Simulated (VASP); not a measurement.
# MgB2 (P6/mmm) in VASP: notebook

The runs below take MgB2 through single point, with PBE.

All numbers are computed with VASP 6.6.1; they aren't measurements. Logs are shortened: lines on timing, memory, paths and dates and some standing lists are left out, and cuts for length are marked.

### 1 The cell of the first run

The structure is hexagonal, space group P6/mmm (No. 191). The conventional cell has a = 3.085 Å, b = 3.085 Å, c = 3.523 Å, α = 90.00°, β = 90.00°, γ = 120.00°. Within 3.3 Å of Mg (site symmetry 6/mmm) lie 12 B at 2.51 Å and 6 Mg at 3.08 to 3.09 Å. B (site symmetry -6m2) has 3 B at 1.78 Å within 2.4 Å.

### 2 Single point, PBE

INCAR reads:

```
ALGO = Normal
EDIFF = 1E-6
ENCUT = 840
GGA = PE
GGA_COMPAT = F
ISIF = 2
ISMEAR = 0
LASPH = T
LCHARG = F
LREAL = F
LWAVE = F
NBANDS = 15
NELM = 120
PREC = Accurate
SIGMA = 0.1
```

KPOINTS reads:

```
k-points
0
Gamma
  9 9 7
```

POSCAR reads:

```
MgB2
1.0
    3.0850000000      0.0000000000      0.0000000000
   -1.5425000000      2.6716883707      0.0000000000
    0.0000000000      0.0000000000      3.5230000000
Mg B
1 2
Direct
    0.0000000000      0.0000000000      0.0000000000
    0.6666666667      0.3333333333      0.5000000000
    0.3333333333      0.6666666667      0.5000000000
```

Potentials or basis: VASP PAW PBE potentials, release 64 (Mg_sv, B).

Command:

```bash
> cat potpaw_PBE.64/Mg_sv/POTCAR potpaw_PBE.64/B/POTCAR > POTCAR
> mpirun -np 1 vasp_std > vasp.out
```

OUTCAR:

```text
EDIFF = 1E-6
   ENCUT = 840
   GGA = PE
   ISIF = 2
   ISMEAR = 0
   LASPH = T
   LREAL = F
   NELM = 120
   PREC = Accurate

 ion  position               nearest neighbor table
   1  0.000  0.000  0.000-
   2  0.667  0.333  0.500-   3 1.78   3 1.78   3 1.78
   3  0.333  0.667  0.500-   2 1.78   2 1.78   2 1.78

  LATTYP: Found a hexagonal cell.
 ALAT       =     3.0850000000
 C/A-ratio  =     1.1419773096

  Lattice vectors:

 A1 = (   3.0850000000,   0.0000000000,   0.0000000000)
 A2 = (  -1.5425000000,   2.6716883707,   0.0000000000)
 A3 = (   0.0000000000,   0.0000000000,   3.5230000000)

Analysis of symmetry for initial positions (statically):
=====================================================================
 Subroutine PRICEL returns:
 Original cell was already a primitive cell.

 Routine SETGRP: Setting up the symmetry group for a
 hexagonal supercell.

 Subroutine GETGRP returns: Found 24 space group operations
 (whereof 24 operations were pure point group operations)
 out of a pool of 24 trial point group operations.

The static configuration has the point symmetry D_6h.

Analysis of symmetry for dynamics (positions and initial velocities):
=====================================================================
 Subroutine PRICEL returns:
 Original cell was already a primitive cell.

 Routine SETGRP: Setting up the symmetry group for a
 hexagonal supercell.

 Subroutine GETGRP returns: Found 24 space group operations
 (whereof 24 operations were pure point group operations)
 out of a pool of 24 trial point group operations.

The dynamic configuration has the point symmetry D_6h.

 Subroutine INISYM returns: Found 24 space group operations
 (whereof 24 operations are pure point group operations),
 and found     1 'primitive' translations

----------------------------------------------------------------------------------------

                                     Primitive cell

  volume of cell :      29.0371

  direct lattice vectors                    reciprocal lattice vectors
     3.085000000  0.000000000  0.000000000     0.324149109  0.187147575  0.000000000
    -1.542500000  2.671688371  0.000000000     0.000000000  0.374295150  0.000000000
     0.000000000  0.000000000  3.523000000     0.000000000  0.000000000  0.283848992

  length of vectors
     3.085000000  3.085000000  3.523000000     0.374295150  0.374295150  0.283848992

  position of ions in fractional coordinates (direct lattice)
     0.000000000  0.000000000  0.000000000
     0.666666667  0.333333333  0.500000000
     0.333333333  0.666666667  0.500000000

  ion indices of the primitive-cell ions
   primitive index   ion index
                 1           1
                 2           2
                 3           3

----------------------------------------------------------------------------------------

 KPOINTS: k-points

Automatic generation of k-mesh.
 Grid dimensions read from file:
 generate k-points for:    9    9    7

 Generating k-lattice:

  Cartesian coordinates                     Fractional coordinates (reciprocal lattice)
     0.036016568  0.020794175  0.000000000     0.111111111  0.000000000  0.000000000
     0.000000000  0.041588350  0.000000000     0.000000000  0.111111111  0.000000000
     0.000000000  0.000000000  0.040549856     0.000000000  0.000000000  0.142857143

  Length of vectors
     0.041588350  0.041588350  0.040549856

  Shift w.r.t. Gamma in fractional coordinates (k-lattice)
     0.000000000  0.000000000  0.000000000

 Subroutine IBZKPT returns following result:
 ===========================================

 Found     48 irreducible k-points:

 Following reciprocal coordinates:
            Coordinates               Weight
  0.000000  0.000000  0.000000      1.000000
  0.111111 -0.000000  0.000000      6.000000
  0.222222 -0.000000  0.000000      6.000000
  0.333333  0.000000  0.000000      6.000000
  0.444444 -0.000000  0.000000      6.000000
  0.111111  0.111111  0.000000      6.000000
[... 16 lines left out ...]
  0.333333  0.222222  0.142857     24.000000
  0.333333  0.333333  0.142857      4.000000
 [... further k-points ...]
   k-points           NKPTS =     48   k-points in BZ     NKDIM =     48   number of bands    NBANDS=     15
   number of dos      NEDOS =    301   number of ions     NIONS =      3
   total plane-waves  NPLWV =  32400
   dimension x,y,z NGX =    30 NGY =   30 NGZ =   36
   dimension x,y,z NGXF=    60 NGYF=   60 NGZF=   72
   ions per type =               1   2
   NGX,Y,Z   is equivalent  to a cutoff of  16.17, 16.17, 16.99 a.u.
   NGXF,Y,Z  is equivalent  to a cutoff of  32.33, 32.33, 33.98 a.u.
 SYSTEM =  unknown system
   PREC   = accura    normal or accurate (medium, high low for compatibility)
   ISTART =      0    job   : 0-new  1-cont  2-samecut
   ICHARG =      2    charge: 1-file 2-atom 10-const
   ISPIN  =      1    spin polarized calculation?
   LNONCOLLINEAR =      F non collinear calculations
   LSORBIT =      F    spin-orbit coupling
   LASPH  =      T    aspherical Exc in radial PAW
   ENCUT  =  840.0 eV  61.74 Ry    7.86 a.u.   7.29  7.29  8.33*2*pi/ulx,y,z
   NELM   =    120;   NELMIN=  2; NELMDL= -5     # of ELM steps
   EDIFF  = 0.1E-05   stopping-criterion for ELM
   LREAL  =      F    real-space projection
   EDIFFG = 0.1E-04   stopping-criterion for IOM
   NSW    =      0    number of steps for IOM
   IBRION =     -1    ionic relax: 0-MD 1-quasi-New 2-CG
   NFREE  =      0    steps in history (QN), initial steepest desc. (CG)
   ISIF   =      2    stress and relaxation
   ISYM   =      2    0-nonsym 1-usesym 2-fastsym
   POTIM  = 0.5000    time-step for ionic-motion
   TEBEG  =    0.0;   TEEND  =   0.0 temperature during run
   PSTRESS=    0.0 pullay stress
   NELECT =      16.0000    total number of electrons
   NUPDOWN=      -1.0000    fix difference up-down
   EMIN   =  10.00;   EMAX   =-10.00  energy-range for DOS
   EFERMI =   0.00;   METHOD = LEGACY
   ISMEAR =     0;   SIGMA  =   0.10  broadening in eV -4-tet -1-fermi 0-gaus
   EFERMI_NEDOS =   21; number of points for ismear=-14 and -15
   IALGO  =     38    algorithm
   IMIX   =      4    mixing-type and parameters
     AMIX     =   0.40;   BMIX     =  1.00
     AMIX_MAG =   1.60;   BMIX_MAG =  1.00
  volume/ion in A,a.u.               =       9.68        65.32
  Fermi-wavevector in a.u.,A,eV,Ry     =   1.342137  2.536272 24.508618  1.801333
  Thomas-Fermi vector in A             =   2.470315
   LORBIT       =      0    0 simple, 1 ext, 2 COOP (PROOUT), +10 PAW based schemes
   GGA     = PE    functional components
   LHFCALC =     F    Hartree Fock is set to
   AEXX    =    0.0000 exact exchange contribution
   IVDW    =     0    specifies the selected vdW correction
   LEPSILON=     F    determine dielectric tensor
   LRPA    =     F    only Hartree local field effects (RPA)
 non-spin polarized calculation
 Gauss-broadening in eV      SIGMA  =   0.10
  energy-cutoff  :      840.00
  volume of cell :       29.04
 maximum number of plane-waves:      1629
 NGX is ok and might be reduce to    30
   NGX = 15   NGY = 15   NGZ = 17

 number of electron      16.0000006 magnetization

 Free energy of the ion-electron system (eV)
  ---------------------------------------------------
  ext. energy  EPLUGINS =         0.00000000
  ---------------------------------------------------
  free energy    TOTEN  =       -15.31417735 eV

  energy without entropy =      -15.31117466  energy(sigma->0) =      -15.31267600

 E-fermi :   5.1149     XC(G=0): -11.1112

 val. band max:        5.0712452874   @ k =   0.4444   0.1111   0.2857
 cond. band min:       5.2029077890   @ k =   0.1111  -0.0000   0.2857
 fundamental gap:      0.1316625016
 Fermi energy:         5.1148744469

 k-point     1 :       0.0000    0.0000    0.0000
  band No.  band energies     occupation
      1     -70.0724      2.00000
      2     -36.8254      2.00000
      3     -36.8254      2.00000
      4     -36.8088      2.00000
      5      -7.3089      2.00000
      6       2.1699      2.00000
      7       5.4647      0.00000
      8       5.4647      0.00000
      9       6.7463      0.00000
     10      11.4004      0.00000
     11      11.4004      0.00000
     12      13.1686      0.00000
     13      15.0278      0.00000
     14      17.7642      0.00000
     15      21.2253      0.00000

 k-point     2 :       0.1111   -0.0000    0.0000
  band No.  band energies     occupation
      1     -70.0718      2.00000
      2     -36.8300      2.00000
      3     -36.8265      2.00000
      4     -36.8081      2.00000
      5      -7.0940      2.00000
      6       2.3780      2.00000
      7       4.4333      2.00000
      8       4.9923      1.91689
      9       6.9408      0.00000
     10      11.2104      0.00000
     11      12.3046      0.00000
     12      13.6490      0.00000
     13      14.2845      0.00000
     14      18.7954      0.00000
     15      20.3015      0.00000

 k-point     3 :       0.2222   -0.0000    0.0000
  band No.  band energies     occupation
      1     -70.0709      2.00000
      2     -36.8417      2.00000
      3     -36.8294      2.00000
      4     -36.8065      2.00000
      5      -6.4543      2.00000
      6       2.2970      2.00000
      7       2.9931      2.00000
      8       4.1126      2.00000
      9       7.5209      0.00000
     10      10.5837      0.00000
     11      12.4518      0.00000
     12      14.3677      0.00000
     13      14.4414      0.00000
     14      19.2721      0.00000
     15      19.3593      0.00000

 k-point     4 :       0.3333    0.0000    0.0000
  band No.  band energies     occupation
      1     -70.0698      2.00000
      2     -36.8549      2.00000
      3     -36.8326      2.00000
      4     -36.8045      2.00000
      5      -5.4058      2.00000
      6       0.0125      2.00000
      7       3.3799      2.00000
      8       3.9697      2.00000
      9       8.3548      0.00000
     10      10.0884      0.00000
     11      10.2865      0.00000
     12      13.7435      0.00000
     13      17.0520      0.00000
     14      18.2416      0.00000
     15      19.4894      0.00000
[... 307 lines left out ...]
 k-point    22 :       0.2222    0.2222    0.1429
  band No.  band energies     occupation
      1     -70.0692      2.00000
      2     -36.8555      2.00000
      3     -36.8389      2.00000
      4     -36.8049      2.00000
      5      -4.6376      2.00000
      6       0.1754      2.00000
      7       1.2649      2.00000
      8       3.4783      2.00000
      9       8.4699      0.00000
     10      10.6551      0.00000
     11      12.7063      0.00000
     12      13.3801      0.00000
     13      14.3682      0.00000
     14      16.5964      0.00000
     15      19.3535      0.00000

 k-point    23 :       0.3333    0.2222    0.1429
  band No.  band energies     occupation
      1     -70.0687      2.00000
      2     -36.8586      2.00000
      3     -36.8441      2.00000
      4     -36.8040      2.00000
      5      -3.2747      2.00000
      6      -1.4505      2.00000
      7       0.5263      2.00000
      8       4.6860      2.00000
      9       6.9578      0.00000
     10      11.7685      0.00000
     11      12.2107      0.00000
     12      12.8266      0.00000
     13      14.7344      0.00000
     14      17.4582      0.00000
     15      18.6691      0.00000

 k-point    24 :       0.3333    0.3333    0.1429
  band No.  band energies     occupation
      1     -70.0685      2.00000
      2     -36.8527      2.00000
      3     -36.8527      2.00000
      4     -36.8036      2.00000
      5      -2.0244      2.00000
      6      -2.0244      2.00000
      7      -0.6254      2.00000
      8       5.8600      0.00000
      9       5.8600      0.00000
     10      11.7490      0.00000
     11      12.6337      0.00000
     12      12.6337      0.00000
     13      15.7471      0.00000
     14      17.6096      0.00000
     15      17.6096      0.00000

 [... further k-points ...]

------------------------ aborting loop because EDIFF is reached ----------------------------------------

  FORCE on cell =-STRESS in cart. coord.  units (eV):
  Direction    XX          YY          ZZ          XY          YZ          ZX
  --------------------------------------------------------------------------------------
  -------------------------------------------------------------------------------------
  Total       -0.3372280     -0.3372280      0.1007055     -0.0000000      0.0000000      0.0000000
  in kB      -18.6071814    -18.6071814      5.5566147     -0.0000000      0.0000000      0.0000000
  external PRESSURE =     -10.5525827 kB  Pullay stress =       0.0000000 kB

 VOLUME and BASIS-vectors are now :
 -----------------------------------------------------------------------------
  energy-cutoff  :      840.00
  volume of cell :       29.04
      direct lattice vectors                 reciprocal lattice vectors
     3.085000000  0.000000000  0.000000000     0.324149109  0.187147575  0.000000000
    -1.542500000  2.671688371  0.000000000     0.000000000  0.374295150  0.000000000
     0.000000000  0.000000000  3.523000000     0.000000000  0.000000000  0.283848992

 POSITION                                       TOTAL-FORCE (eV/Angst)
 -----------------------------------------------------------------------------------
      0.00000      0.00000      0.00000         0.000000      0.000000      0.000000
      1.54250      0.89056      1.76150        -0.000000     -0.000000     -0.000000
     -0.00000      1.78113      1.76150         0.000000      0.000000      0.000000
 -----------------------------------------------------------------------------------
    total drift:                                0.000000     -0.000000      0.000000

  FREE ENERGIE OF THE ION-ELECTRON SYSTEM (eV)
  ---------------------------------------------------
  free  energy   TOTEN  =       -15.3141773497 eV

  energy  without entropy=      -15.3111746570  energy(sigma->0) =      -15.31267600
```

It took 22 s on 1 thread of AMD EPYC 9R45 (Zen 5), shared host; peak memory 0.16 GiB.

What came out:

- Free energy: -15.3142 eV
- Pressure: -1.1 GPa
- Band gap on the k mesh: zero (bands 8 and 9 overlap by 3.65 eV)

### 3 Single point, PBE

INCAR reads:

```
SYSTEM = MgB2
ALGO = Normal
EDIFF = 1E-6
ENCUT = 840
GGA = PE
GGA_COMPAT = .False.
ISIF = 2
ISMEAR = 0
LASPH = .True.
LCHARG = .False.
LREAL = .False.
LWAVE = .False.
NBANDS = 15
NELM = 120
PREC = Accurate
SIGMA = 0.1
```

KPOINTS reads:

```
k-points
0
Gamma
  11 11 9
  0 0 0
```

POSCAR is that of step 2.

Potentials or basis: VASP PAW PBE potentials, release 64 (Mg_sv, B).

Command:

```bash
> cat potpaw_PBE.64/Mg_sv/POTCAR potpaw_PBE.64/B/POTCAR > POTCAR
> mpirun -np 1 vasp_std > vasp.out
```

Wall time 51 s (1 thread of Intel Xeon Platinum 8259CL at 2.50GHz (Skylake/Cascade Lake), shared host); peak memory 0.21 GiB.

Results (log left out):

| Item | Value |
| --- | --- |
| Free energy | -15.3111 eV |
| Pressure | -1.2 GPa |
| Band gap on the k mesh | zero (bands 8 and 9 overlap by 2.72 eV) |

Stress tensor (GPa, compression positive):
```
-2.16  0.00  0.00
 0.00 -2.16  0.00
 0.00  0.00  0.64
```

Levels at points of the mesh, in eV from the Fermi level:
```csv
k point,band 6,band 7,band 8,band 9,band 10,band 11
"(0.00, 0.00, 0.00)",-2.82,0.44,0.44,1.77,6.39,6.39
```

The gap in the log of VASP goes by the Fermi energy; the results here count the filled bands.